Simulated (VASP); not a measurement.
Here is a VASP 6.6.1 calculation.

The input INCAR:

```
SYSTEM = ZnO
PREC     = Accurate       ! precision mode
ENCUT    = 600            ! plane-wave cutoff, eV
EDIFF    = 1E-7           ! SCF threshold, eV
ISMEAR   = 0              ! smearing method
SIGMA    = 0.05           ! smearing width, eV
LREAL    = .FALSE.        ! projectors in reciprocal space
LASPH    = .TRUE.         ! aspherical terms in the spheres
NELM     = 80             ! most SCF steps
ALGO     = Normal         ! electronic algorithm
ISIF     = 4              ! what is computed and relaxed
LWAVE    = .FALSE.        ! write WAVECAR
LCHARG   = .FALSE.        ! write CHGCAR
GGA      = PS             ! functional
IBRION   = 2              ! ionic algorithm
NSW      = 60             ! ionic steps
EDIFFG   = -0.01          ! ionic threshold
```

Contents of KPOINTS:

```
regular mesh
0
G
  12 12 6
  0 0 0
```

POSCAR

```
ZnO
1.0
    3.2083484264      0.0000000000      0.0000000000
   -1.6041742132      2.7785112414      0.0000000000
    0.0000000000      0.0000000000      5.1793733088
Zn O
2 2
Direct
    0.3333333333      0.6666666667      0.0015876069
    0.6666666667      0.3333333333      0.5015876069
    0.3333333333      0.6666666667      0.3805123931
    0.6666666667      0.3333333333      0.8805123931
```

Potentials or basis: VASP PAW PBE potentials, release 64 (Zn, O).

Run with:

```bash
$ cat potpaw_PBE.64/Zn/POTCAR potpaw_PBE.64/O/POTCAR > POTCAR
$ mpirun -np 1 vasp_std > vasp.out
```

Problem. Predict the band gap on the k mesh.

Solution. 0.72 eV, direct.

Final structure:
```yaml
crystal:
  lattice:
    - [3.20835, 0.00000, 0.00000]
    - [-1.60417, 2.77851, 0.00000]
    - [0.00000, 0.00000, 5.17937]
  atoms:
    - { symbol: Zn, position: [0.33333, 0.66667, 0.00159] }
    - { symbol: Zn, position: [0.66667, 0.33333, 0.50159] }
    - { symbol: O, position: [0.33333, 0.66667, 0.38051] }
    - { symbol: O, position: [0.66667, 0.33333, 0.88051] }
```

Caveat: the relaxation stopped at its first step, so nothing moved.
